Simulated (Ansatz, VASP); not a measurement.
# C in VASP and in Ansatz

The input INCAR:

```
SYSTEM = C
PREC = Accurate
ENCUT = 520
EDIFF = 1E-7
ISMEAR = 0
SIGMA = 0.05
LREAL = .False.
LASPH = .True.
NELM = 100
ALGO = Normal
ISIF = 2
LWAVE = .False.
LCHARG = .True.
GGA = PE
IVDW = 12
LELF = .True.
LVHAR = .True.
NBANDS = 11
```

Contents of KPOINTS:

```
Automatic mesh
0
Gamma
  15 15 15
  0 0 0
```

Contents of POSCAR:

```
C
1.0
    1.1556170365      0.6671958071      3.7795893467
   -1.1556170365      0.6671958071      3.7795893467
    0.0000000000     -1.3343916142      3.7795893467
C
2
Direct
    0.1640000000      0.1640000000      0.1640000000
    0.8360000000      0.8360000000      0.8360000000
```

Input for Ansatz:

```yaml
crystal:
  lattice:
    - [1.1556170365, 0.6671958071, 3.7795893467]
    - [-1.1556170365, 0.6671958071, 3.7795893467]
    - [0.0, -1.3343916142, 3.7795893467]
  atoms:
    - { symbol: C, position: [0.164, 0.164, 0.164] }
    - { symbol: C, position: [0.836, 0.836, 0.836] }
basis:
  ecutwfc: 420
kpoints:
  mp_grid: { grid: [15, 15, 15] }
hamiltonian:
  xc: pbe
  dispersion: d3bj
scf:
  occupations: { method: gaussian, width: 0.05 }
output:
  forces: true
  stress: true
  eigenvalues: true
```

Alike in both runs: task single point; functional PBE; dispersion D3(BJ); k mesh 15 × 15 × 15; occupations gaussian, width 0.05 eV; no spin polarisation.

|  | VASP | Ansatz |
| --- | --- | --- |
| version | VASP 6.6.1 | Ansatz 0.2.0 |
| potentials or method | VASP PAW PBE potentials, release 64 (C), cutoff 520 eV | scalar-relativistic, plane waves, PAW |
| valence electrons in the cell | 8 | 8 |

```csv
,VASP,Ansatz,Ansatz less VASP
gap on the k mesh at the Fermi level (eV),0.32,0.32,0.000
least direct gap on the mesh (eV),0.32,0.32,0.000
rms of the force components (eV/Å),0.517,0.517,+0.0001
```

Atom by atom the forces differ by 0.000 eV/Å (rms over components).
